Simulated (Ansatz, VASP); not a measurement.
## As in VASP and in Ansatz

```
As
1.0
     4.42617    0.00000    0.00000
    -2.21308    3.83317    0.00000
     0.00000    0.00000    5.87993
As
4
Direct
  0.00000 0.00000 0.25000
  0.00000 0.00000 0.75000
  0.33333 0.66667 0.75000
  0.66667 0.33333 0.25000
```

Alike in both runs: functional PBE; k mesh 6 × 6 × 2; occupations gaussian, width 0.1 eV; no spin polarisation.

Ansatz relaxed the structure, and its values are those at the end. VASP's run is a single point on that final structure, the one shown.

|  | VASP | Ansatz |
| --- | --- | --- |
| version | VASP 6.6.1 | Ansatz 0.2.0 |
| potentials or method | VASP PAW PBE potentials, release 64 (As), cutoff 500 eV | scalar-relativistic, plane waves, PAW |
| valence electrons in the cell | 20 | 60 |

|  | VASP | Ansatz | Ansatz less VASP |
| --- | --- | --- | --- |
| gap on the k mesh at the Fermi level (eV) | none | none | - |
| pressure (GPa) | 0.1 | 0.0 | -0.14 |

A gap of «none» marks a metal or a gap that the smearing closes. The functional is the same, so the differences come from potentials, cutoffs and numerics. VASP's potentials hold 20 valence electrons a cell and Ansatz's 60, so a difference there can come from the potentials and not from the codes.

The k mesh is coarse, so the values compare programs but aren't converged.
